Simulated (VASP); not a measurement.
Set up this calculation in VASP 6.6.1, as the native input.

| Property | Result |
| --- | --- |
| Task | single point |
| Functional | PBE |
| Potentials or basis | VASP PAW PBE potentials, release 64 (Ga_d, Pt_sv_GW, C_h, N_h) |
| Cutoff | 1330 eV |
| k mesh | 6 × 6 × 2 |
| Occupations | gaussian, width 0.1 eV |
| Spin | no spin polarisation |
| Dipole correction | no |
| Further INCAR settings | ALGO = Normal; EDIFF = 1e-06; NBANDS = 34 |

The structure of GaPtC2N2 lies in POSCAR:

```
GaPtC2N2
1.0
    2.9734763147     -0.0497364687     -0.1218557870
   -1.4576621993      2.5853595210     -0.2116060178
   -1.0336881474     -1.3382654715     10.5299974520
Ga Pt C N
1 1 2 2
Direct
    0.5000000000      0.5000000000      0.5000000000
    0.0000000000      0.0000000000      0.0000000000
    0.8081291955      0.8078671560      0.8092869390
    0.1918708045      0.1921328440      0.1907130610
    0.6926614085      0.6919215859      0.6958421371
    0.3073385915      0.3080784141      0.3041578629
```

One way to write it, as run:

INCAR

```
SYSTEM = GaPtC2N2
PREC = Accurate
ENCUT = 1330
EDIFF = 1E-6
ISMEAR = 0
SIGMA = 0.1
LREAL = .FALSE.
LASPH = .TRUE.
NELM = 120
ALGO = Normal
ISIF = 2
LWAVE = .FALSE.
LCHARG = .FALSE.
GGA = PE
NBANDS = 34
GGA_COMPAT = .FALSE.
```

KPOINTS

```
regular mesh
0
G
  6 6 2
  0 0 0
```

Potentials or basis: VASP PAW PBE potentials, release 64 (Ga_d, Pt_sv_GW, C_h, N_h).

Run with:

```bash
$ cat potpaw_PBE.64/Ga_d/POTCAR potpaw_PBE.64/Pt_sv_GW/POTCAR potpaw_PBE.64/C_h/POTCAR potpaw_PBE.64/N_h/POTCAR > POTCAR
$ mpirun -np 1 vasp_std > vasp.out
```

Results of the run:

```
Pressure               : 0.0 GPa
Largest force          : 0.014 eV/Å
Band gap on the k mesh : zero (an odd number of electrons rules out a gap without spin polarisation)
```

Caveat: the k points lie up to 0.42 Å⁻¹ apart, too coarse for converged energies and pressures of a metal; spin-orbit coupling is left out, which moves the levels of the heavy elements; an odd number of electrons without spin polarisation forces a metal; a magnetic or distorted state may lie lower.

Wall time 10 min on 1 thread of Intel(R) Xeon(R) Platinum 8259CL CPU @ 2.50GHz (Skylake/Cascade Lake) (shared host), peak memory 0.76 GiB.
